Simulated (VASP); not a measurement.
Here is a VASP 6.6.1 calculation.

INCAR

```
  PREC = Accurate
  ENCUT = 520
  EDIFF = 1E-8
  ISMEAR = 0
  SIGMA = 0.01
  LREAL = F
  LASPH = T
  NELM = 80
  ALGO = Normal
  ISIF = 2
  LWAVE = F
  LCHARG = F
  METAGGA = R2SCAN
  LMIXTAU = T
  NBANDS = 17
  IBRION = 6
  NFREE = 2
  POTIM = 0.015
  NSW = 1
```

File KPOINTS:

```
Automatic mesh
0
Gamma
  8 8 8
```

The input POSCAR:

```
PbS
1.0
    0.0000000000      2.9657500000      2.9657500000
    2.9657500000      0.0000000000      2.9657500000
    2.9657500000      2.9657500000      0.0000000000
Pb S
1 1
Direct
    0.0000000000      0.0000000000      0.0000000000
    0.5000000000      0.5000000000      0.5000000000
```

Potentials or basis: VASP PAW PBE potentials, release 64 (Pb_d, S).

Command:

```sh
$ cat potpaw_PBE.64/Pb_d/POTCAR potpaw_PBE.64/S/POTCAR > POTCAR
$ mpirun -np 1 vasp_std > vasp.out
```

Estimate the highest phonon frequency at Γ, LO-TO splitting left out.

63 cm⁻¹.

Phonon frequencies in cm⁻¹ (negative: imaginary):
| q point | frequencies |
| --- | --- |
| (0.000, 0.000, 0.000) | 0 0 0 63 63 63 |

Caveat: the cell wasn't relaxed at this level first, which shifts response properties.
